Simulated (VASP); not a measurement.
Pd:

```
Pd
1.0
     0.00000    1.95677    1.95677
     1.95677    0.00000    1.95677
     1.95677    1.95677    0.00000
Pd
1
Direct
  0.00000 0.00000 0.00000
```

Program: VASP 6.6.1. Alike in all runs: task single point; level r2SCAN; potentials or basis VASP PAW PBE potentials, release 64 (Pd); spin collinear, ferromagnetic start; cell as given; cutoff (eV) 520.

Problem. Order these runs on this cell by their pressure, lowest first.
A. k mesh 2 × 2 × 2; smearing fermi-dirac 0.05 eV
B. k mesh 14 × 14 × 14; smearing gaussian 1 eV
C. k mesh 14 × 14 × 14; smearing fermi-dirac 0.6 eV
D. k mesh 14 × 14 × 14; smearing fermi-dirac 1 eV
E. k mesh 11 × 11 × 11; smearing fermi-dirac 0.05 eV

Solution. E (0.8 GPa), B (2.4 GPa), C (5.4 GPa), D (13.1 GPa), A (54.4 GPa).

Caveats: some runs use coarse meshes; the PAW data sets were made with another functional, which shifts forces and pressure a little.
